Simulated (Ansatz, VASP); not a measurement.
GaP in VASP and in Ansatz

POSCAR

```
GaP
1.0
    0.0000000000      2.6436373088      2.6436373088
    2.6436373088      0.0000000000      2.6436373088
    2.6436373088      2.6436373088      0.0000000000
Ga P
1 1
Direct
    0.0000000000      0.0000000000      0.0000000000
    0.2500000000      0.2500000000      0.2500000000
```

The input INCAR.step1:

```
SYSTEM = GaP
PREC = Accurate
ENCUT = 520
EDIFF = 1E-5
ISMEAR = 0
SIGMA = 0.01
LREAL = .False.
LASPH = .True.
NELM = 60
ALGO = Normal
ISIF = 2
LWAVE = .True.
GGA = PE
NBANDS = 16
```

INCAR.step2

```
SYSTEM = GaP
PREC = Accurate
ENCUT = 520
EDIFF = 1E-6
ISMEAR = 0
SIGMA = 0.01
LREAL = .False.
LASPH = .True.
NELM = 60
ALGO = Normal
ISIF = 2
LWAVE = .False.
LCHARG = .True.
GGA = PE
LHFCALC = .True.
HFSCREEN = 0.2079
PRECFOCK = Normal
LELF = .True.
LVHAR = .True.
ISTART = 1
NBANDS = 16
```

KPOINTS

```
Automatic mesh
0
Gamma
  6 6 6
  0 0 0
```

Input for Ansatz:

```yaml
crystal:
  lattice:
    - [0.0, 2.6436373088, 2.6436373088]
    - [2.6436373088, 0.0, 2.6436373088]
    - [2.6436373088, 2.6436373088, 0.0]
  atoms:
    - { symbol: Ga, position: [0.0, 0.0, 0.0] }
    - { symbol: P, position: [0.25, 0.25, 0.25] }
kpoints:
  mp_grid: { grid: [6, 6, 6] }
  band_path:
    path:
      - [0.0, 0.0, 0.0]
      - [-0.5, -0.5, 0.0]
      - [-0.375, -0.375, 0.25]
      - [-0.375, 0.0, 0.375]
      - [0.0, 0.0, 0.5]
      - [-0.5, -0.25, 0.25]
      - [0.0, 0.434896, 0.434896]
    npoints: 1
hamiltonian:
  xc: hse06
scf:
  occupations: { method: fixed }
  n_extra_bands: 4
output:
  forces: true
  stress: true
  eigenvalues: true
```

Change from the starting cell: hydrostatic strain -3.0%.

Alike in both runs: task single point; functional HSE06; k mesh 6 × 6 × 6; no spin polarisation.

|  | VASP | Ansatz |
| --- | --- | --- |
| version | VASP 6.6.1 | Ansatz 0.2.0 |
| potentials or method | VASP PAW PBE potentials, release 64 (Ga_d, P) | plane waves, PAW |
| plane-wave cutoff (eV) | 520 | 420 |
| occupations | gaussian, width 0.01 eV | fixed |
| valence electrons in the cell | 18 | 18 |

|  | VASP | Ansatz | Ansatz less VASP |
| --- | --- | --- | --- |
| gap on the k mesh at the Fermi level (eV) | 2.09 | 2.08 | -0.004 |
| pressure (GPa) | 10.5 | 10.8 | +0.30 |

Ansatz's warnings: stress exchange threshold loose, stress scf threshold loose.
